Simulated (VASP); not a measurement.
# Co (P6/mmm) in VASP: a series of runs

Co is run at these levels: BLYP; tasks: single point.

All numbers are computed with VASP 6.6.1; they aren't measurements. Logs are shortened: lines on timing, memory, paths and dates and some standing lists are left out, and cuts for length are marked.

## 1. The cell of the first run

The structure is hexagonal, space group P6/mmm (No. 191). Conventional cell: a = 4.123 Å, b = 4.123 Å, c = 2.544 Å, α = 90.00°, β = 90.00°, γ = 120.00°. Co (site symmetry 6/mmm) has 14 Co at 2.54 to 2.70 Å within 3.4 Å. Co (site symmetry -6m2) has 11 Co at 2.38 to 2.70 Å within 3.1 Å.

## 2. Single point, BLYP, collinear spin, ferromagnetic start (volume scaled by 1.08)

Contents of INCAR:

```
SYSTEM = Co
AGGAC = 1.0
AGGAX = 1.0
ALDAC = 0.0
ALDAX = 1.0
ALGO = Normal
EDIFF = 1E-7
ENCUT = 520
GGA = B5
ISIF = 2
ISMEAR = -1
ISPIN = 2
LASPH = .True.
LCHARG = .False.
LMAXMIX = 4
LORBIT = 11
LREAL = .False.
LWAVE = .False.
MAGMOM = 1.693 1.739 1.739
NBANDS = 24
NELM = 150
PREC = Accurate
SIGMA = 0.05
```

Contents of KPOINTS:

```
k-points
0
Gamma
  12 12 17
  0 0 0
```

Contents of POSCAR:

```
Co
1.0
    4.1231574312      0.0000000000      0.0000000000
   -2.0615787156      3.5707590792      0.0000000000
    0.0000000000      0.0000000000      2.5441436101
Co
3
Direct
    0.0000000000      0.0000000000      0.0000000000
    0.3333333333      0.6666666667      0.5000000000
    0.6666666667      0.3333333333      0.5000000000
```

Potentials or basis: VASP PAW PBE potentials, release 64 (Co).

On the command line:

```sh
$ cat potpaw_PBE.64/Co/POTCAR > POTCAR
$ mpirun -np 1 vasp_std > vasp.out
```

OUTCAR:

```text
SYSTEM = Co
   EDIFF = 1E-7
   ENCUT = 520
   GGA = B5
   ISIF = 2
   ISMEAR = -1
   ISPIN = 2
   LASPH = .True.
   LORBIT = 11
   LREAL = .False.
   NELM = 150
   PREC = Accurate

 ion  position               nearest neighbor table
   1  0.000  0.000  0.000-   2 2.70   3 2.70   2 2.70   3 2.70   2 2.70   2 2.70   3 2.70   3 2.70
                             3 2.70   3 2.70   2 2.70   2 2.70
   2  0.333  0.667  0.500-   3 2.38   3 2.38   3 2.38   1 2.70   1 2.70   1 2.70   1 2.70   1 2.70
                             1 2.70
   3  0.667  0.333  0.500-   2 2.38   2 2.38   2 2.38   1 2.70   1 2.70   1 2.70   1 2.70   1 2.70
                             1 2.70

  LATTYP: Found a hexagonal cell.
 ALAT       =     4.1231574312
 C/A-ratio  =     0.6170377078

  Lattice vectors:

 A1 = (   4.1231574312,   0.0000000000,   0.0000000000)
 A2 = (  -2.0615787156,   3.5707590792,   0.0000000000)
 A3 = (   0.0000000000,   0.0000000000,   2.5441436101)

Analysis of symmetry for initial positions (statically):
=====================================================================
 Subroutine PRICEL returns:
 Original cell was already a primitive cell.

 Routine SETGRP: Setting up the symmetry group for a
 hexagonal supercell.

 Subroutine GETGRP returns: Found 24 space group operations
 (whereof 24 operations were pure point group operations)
 out of a pool of 24 trial point group operations.

The static configuration has the point symmetry D_6h.

Analysis of symmetry for dynamics (positions and initial velocities):
=====================================================================
 Subroutine PRICEL returns:
 Original cell was already a primitive cell.

 Routine SETGRP: Setting up the symmetry group for a
 hexagonal supercell.

 Subroutine GETGRP returns: Found 24 space group operations
 (whereof 24 operations were pure point group operations)
 out of a pool of 24 trial point group operations.

The dynamic configuration has the point symmetry D_6h.

Analysis of structural, dynamic, and magnetic symmetry:
=====================================================================
 Subroutine PRICEL returns:
 Original cell was already a primitive cell.

 Routine SETGRP: Setting up the symmetry group for a
 hexagonal supercell.

 Subroutine GETGRP returns: Found 24 space group operations
 (whereof 24 operations were pure point group operations)
 out of a pool of 24 trial point group operations.

The overall configuration has the point symmetry D_6h.

 Subroutine INISYM returns: Found 24 space group operations
 (whereof 24 operations are pure point group operations),
 and found     1 'primitive' translations

----------------------------------------------------------------------------------------

                                     Primitive cell

  volume of cell :      37.4569

  direct lattice vectors                    reciprocal lattice vectors
     4.123157431  0.000000000  0.000000000     0.242532578  0.140026249  0.000000000
    -2.061578716  3.570759079  0.000000000     0.000000000  0.280052498  0.000000000
     0.000000000  0.000000000  2.544143610     0.000000000  0.000000000  0.393059573

  length of vectors
     4.123157431  4.123157431  2.544143610     0.280052498  0.280052498  0.393059573

  position of ions in fractional coordinates (direct lattice)
     0.000000000  0.000000000  0.000000000
     0.333333333  0.666666667  0.500000000
     0.666666667  0.333333333  0.500000000

  ion indices of the primitive-cell ions
   primitive index   ion index
                 1           1
                 2           2
                 3           3

----------------------------------------------------------------------------------------

 KPOINTS: k-points

Automatic generation of k-mesh.
 Grid dimensions read from file:
 generate k-points for:   12   12   17

 Generating k-lattice:

  Cartesian coordinates                     Fractional coordinates (reciprocal lattice)
     0.020211048  0.011668854  0.000000000     0.083333333 -0.000000000  0.000000000
     0.000000000  0.023337708  0.000000000     0.000000000  0.083333333  0.000000000
     0.000000000  0.000000000  0.023121151     0.000000000  0.000000000  0.058823529

  Length of vectors
     0.023337708  0.023337708  0.023121151

  Shift w.r.t. Gamma in fractional coordinates (k-lattice)
     0.000000000  0.000000000  0.000000000

 Subroutine IBZKPT returns following result:
 ===========================================

 Found    171 irreducible k-points:

 Following reciprocal coordinates:
            Coordinates               Weight
  0.000000  0.000000  0.000000      1.000000
  0.083333  0.000000  0.000000      6.000000
  0.166667  0.000000  0.000000      6.000000
  0.250000  0.000000  0.000000      6.000000
  0.333333  0.000000  0.000000      6.000000
  0.416667  0.000000  0.000000      6.000000
[... 16 lines left out ...]
  0.250000  0.000000  0.058824     12.000000
  0.333333  0.000000  0.058824     12.000000
 [... further k-points ...]
   k-points           NKPTS =    171   k-points in BZ     NKDIM =    171   number of bands    NBANDS=     24
   number of dos      NEDOS =    301   number of ions     NIONS =      3
   total plane-waves  NPLWV =  20480
   dimension x,y,z NGX =    32 NGY =   32 NGZ =   20
   dimension x,y,z NGXF=    64 NGYF=   64 NGZF=   40
   ions per type =               3
   NGX,Y,Z   is equivalent  to a cutoff of  12.90, 12.90, 13.07 a.u.
   NGXF,Y,Z  is equivalent  to a cutoff of  25.80, 25.80, 26.14 a.u.
 SYSTEM =  Co
   PREC   = accura    normal or accurate (medium, high low for compatibility)
   ISTART =      0    job   : 0-new  1-cont  2-samecut
   ICHARG =      2    charge: 1-file 2-atom 10-const
   ISPIN  =      2    spin polarized calculation?
   LNONCOLLINEAR =      F non collinear calculations
   LSORBIT =      F    spin-orbit coupling
   LASPH  =      T    aspherical Exc in radial PAW
   ENCUT  =  520.0 eV  38.22 Ry    6.18 a.u.   7.67  7.67  4.73*2*pi/ulx,y,z
   NELM   =    150;   NELMIN=  2; NELMDL= -5     # of ELM steps
   EDIFF  = 0.1E-06   stopping-criterion for ELM
   LREAL  =      F    real-space projection
   EDIFFG = 0.1E-05   stopping-criterion for IOM
   NSW    =      0    number of steps for IOM
   IBRION =     -1    ionic relax: 0-MD 1-quasi-New 2-CG
   NFREE  =      0    steps in history (QN), initial steepest desc. (CG)
   ISIF   =      2    stress and relaxation
   ISYM   =      2    0-nonsym 1-usesym 2-fastsym
   POTIM  = 0.5000    time-step for ionic-motion
   TEBEG  =    0.0;   TEEND  =   0.0 temperature during run
   PSTRESS=    0.0 pullay stress
   NELECT =      27.0000    total number of electrons
   NUPDOWN=      -1.0000    fix difference up-down
   EMIN   =  10.00;   EMAX   =-10.00  energy-range for DOS
   EFERMI =   0.00;   METHOD = LEGACY
   ISMEAR =    -1;   SIGMA  =   0.05  broadening in eV -4-tet -1-fermi 0-gaus
   EFERMI_NEDOS =   21; number of points for ismear=-14 and -15
   IALGO  =     38    algorithm
   IMIX   =      4    mixing-type and parameters
     AMIX     =   0.40;   BMIX     =  1.00
     AMIX_MAG =   1.60;   BMIX_MAG =  1.00
  volume/ion in A,a.u.               =      12.49        84.26
  Fermi-wavevector in a.u.,A,eV,Ry     =   1.467863  2.773858 29.315391  2.154620
  Thomas-Fermi vector in A             =   2.583429
   LORBIT       =     11    0 simple, 1 ext, 2 COOP (PROOUT), +10 PAW based schemes
   GGA     = B5    functional components
   LHFCALC =     F    Hartree Fock is set to
   AEXX    =    0.0000 exact exchange contribution
   IVDW    =     0    specifies the selected vdW correction
   LEPSILON=     F    determine dielectric tensor
   LRPA    =     F    only Hartree local field effects (RPA)
 spin polarized calculation
  energy-cutoff  :      520.00
  volume of cell :       37.46
 maximum number of plane-waves:      1048
 NGX is ok and might be reduce to    32
   NGX = 15   NGY = 15   NGZ =  9

 number of electron      27.0000007 magnetization       5.0636543

 Free energy of the ion-electron system (eV)
  ---------------------------------------------------
  ext. energy  EPLUGINS =         0.00000000
  ---------------------------------------------------
  free energy    TOTEN  =       -17.88893790 eV

  energy without entropy =      -17.86907156  energy(sigma->0) =      -17.87900473

 E-fermi :   8.9365     XC(G=0): -12.0087

 val. band max:        8.9305893099   @ k =   0.3333   0.0000   0.2353
 cond. band min:       8.9381845429   @ k =   0.5000   0.0000   0.4706
 fundamental gap:      0.0075952330
 Fermi energy:         8.9364716401

 spin component 1

 k-point     1 :       0.0000    0.0000    0.0000
  band No.  band energies     occupation
      1       0.8900      1.00000
      2       4.8178      1.00000
      3       5.8690      1.00000
      4       5.8690      1.00000
      5       5.9231      1.00000
      6       5.9231      1.00000
[... 16 lines left out ...]
     23      23.5793      0.00000
     24      29.5841      0.00000

 k-point     2 :       0.0833    0.0000    0.0000
  band No.  band energies     occupation
      1       0.9787      1.00000
      2       4.8320      1.00000
      3       5.6168      1.00000
      4       5.7229      1.00000
      5       5.9115      1.00000
      6       6.1068      1.00000
[... 16 lines left out ...]
     23      23.7102      0.00000
     24      29.6043      0.00000

 k-point     3 :       0.1667    0.0000    0.0000
  band No.  band energies     occupation
      1       1.2417      1.00000
      2       4.8512      1.00000
      3       5.3230      1.00000
      4       5.6256      1.00000
      5       5.7479      1.00000
      6       6.1425      1.00000
[... 16 lines left out ...]
     23      24.0959      0.00000
     24      29.6642      0.00000
[... 514 lines left out ...]
 k-point    23 :       0.2500    0.0000    0.0588
  band No.  band energies     occupation
      1       1.7511      1.00000
      2       4.8147      1.00000
      3       5.1705      1.00000
      4       5.5407      1.00000
      5       5.5812      1.00000
      6       6.1250      1.00000
[... 16 lines left out ...]
     23      23.7196      0.00000
     24      29.3447      0.00000

 k-point    24 :       0.3333    0.0000    0.0588
  band No.  band energies     occupation
      1       2.3192      1.00000
      2       4.6124      1.00000
      3       4.9639      1.00000
      4       5.4508      1.00000
      5       5.5996      1.00000
      6       6.0254      1.00000
[... 16 lines left out ...]
     23      24.4717      0.00000
     24      27.4562      0.00000

 [... further k-points ...]

 spin component 2

 k-point     1 :       0.0000    0.0000    0.0000
  band No.  band energies     occupation
      1       0.9249      1.00000
      2       6.0161      1.00000
      3       7.0693      1.00000
      4       7.0693      1.00000
      5       7.1100      1.00000
      6       7.1100      1.00000
[... 16 lines left out ...]
     23      23.7680      0.00000
     24      29.9309      0.00000

 k-point     2 :       0.0833    0.0000    0.0000
  band No.  band energies     occupation
      1       1.0139      1.00000
      2       6.0188      1.00000
      3       6.8056      1.00000
      4       6.9589      1.00000
      5       7.0660      1.00000
      6       7.3036      1.00000
[... 16 lines left out ...]
     23      23.9068      0.00000
     24      29.9466      0.00000

 k-point     3 :       0.1667    0.0000    0.0000
  band No.  band energies     occupation
      1       1.2782      1.00000
      2       5.9834      1.00000
      3       6.4759      1.00000
      4       6.8336      1.00000
      5       6.9068      1.00000
      6       7.4757      1.00000
[... 16 lines left out ...]
     23      24.3143      0.00000
     24      29.9940      0.00000
[... 514 lines left out ...]
 k-point    23 :       0.2500    0.0000    0.0588
  band No.  band energies     occupation
      1       1.7928      1.00000
      2       5.8503      1.00000
      3       6.1448      1.00000
      4       6.6725      1.00000
      5       6.9151      1.00000
      6       7.4937      1.00000
[... 16 lines left out ...]
     23      24.0005      0.00000
     24      29.4013      0.00000

 k-point    24 :       0.3333    0.0000    0.0588
  band No.  band energies     occupation
      1       2.3734      1.00000
      2       5.4235      1.00000
      3       5.7364      1.00000
      4       6.7420      1.00000
      5       6.9820      1.00000
      6       7.4031      1.00000
[... 16 lines left out ...]
     23      24.7809      0.00000
     24      27.6329      0.00000

 [... further k-points ...]

------------------------ aborting loop because EDIFF is reached ----------------------------------------

  FORCE on cell =-STRESS in cart. coord.  units (eV):
  Direction    XX          YY          ZZ          XY          YZ          ZX
  --------------------------------------------------------------------------------------
  -------------------------------------------------------------------------------------
  Total       -2.7983828     -2.7983828     -2.5877009      0.0000000     -0.0000000      0.0000000
  in kB     -119.6976469   -119.6976469   -110.6859696      0.0000000     -0.0000000      0.0000000
  external PRESSURE =    -116.6937545 kB  Pullay stress =       0.0000000 kB

 VOLUME and BASIS-vectors are now :
 -----------------------------------------------------------------------------
  energy-cutoff  :      520.00
  volume of cell :       37.46
      direct lattice vectors                 reciprocal lattice vectors
     4.123157431  0.000000000  0.000000000     0.242532578  0.140026249  0.000000000
    -2.061578716  3.570759079  0.000000000     0.000000000  0.280052498  0.000000000
     0.000000000  0.000000000  2.544143610     0.000000000  0.000000000  0.393059573

 POSITION                                       TOTAL-FORCE (eV/Angst)
 -----------------------------------------------------------------------------------
      0.00000      0.00000      0.00000         0.000000      0.000000      0.000000
     -0.00000      2.38051      1.27207        -0.000000      0.000000      0.000000
      2.06158      1.19025      1.27207         0.000000     -0.000000      0.000000
 -----------------------------------------------------------------------------------
    total drift:                               -0.000000      0.000000     -0.000000

  FREE ENERGIE OF THE ION-ELECTRON SYSTEM (eV)
  ---------------------------------------------------
  free  energy   TOTEN  =       -17.8889378960 eV

  energy  without entropy=      -17.8690715586  energy(sigma->0) =      -17.87900473

 total charge

# of ion       s       p       d       tot
------------------------------------------
    1        0.416   0.381   7.238   8.036
    2        0.450   0.409   7.255   8.114
    3        0.450   0.409   7.255   8.114
--------------------------------------------------
tot          1.317   1.199  21.748  24.264

 magnetization (x)

# of ion       s       p       d       tot
------------------------------------------
    1       -0.008  -0.043   1.744   1.693
    2       -0.010  -0.041   1.789   1.737
    3       -0.010  -0.041   1.789   1.737
--------------------------------------------------
tot         -0.028  -0.126   5.321   5.167
```

Run time: 3.4 min. Hardware: 1 thread of Intel Xeon Platinum 8488C (Sapphire Rapids), shared host; peak memory 0.32 GiB.

What came out:

| Property | Result |
| --- | --- |
| Free energy | -17.8889 eV |
| Pressure | -11.7 GPa |
| Net moment | 5.06 μB per cell |
| Site moments | Co +1.69, +1.74 μB |
| Valence electrons inside the program's atomic spheres | Co 8.04, 8.11 |

Caveat: the PAW data sets were made with another functional, which shifts forces and pressure a little.

[end of part 1 of 2]
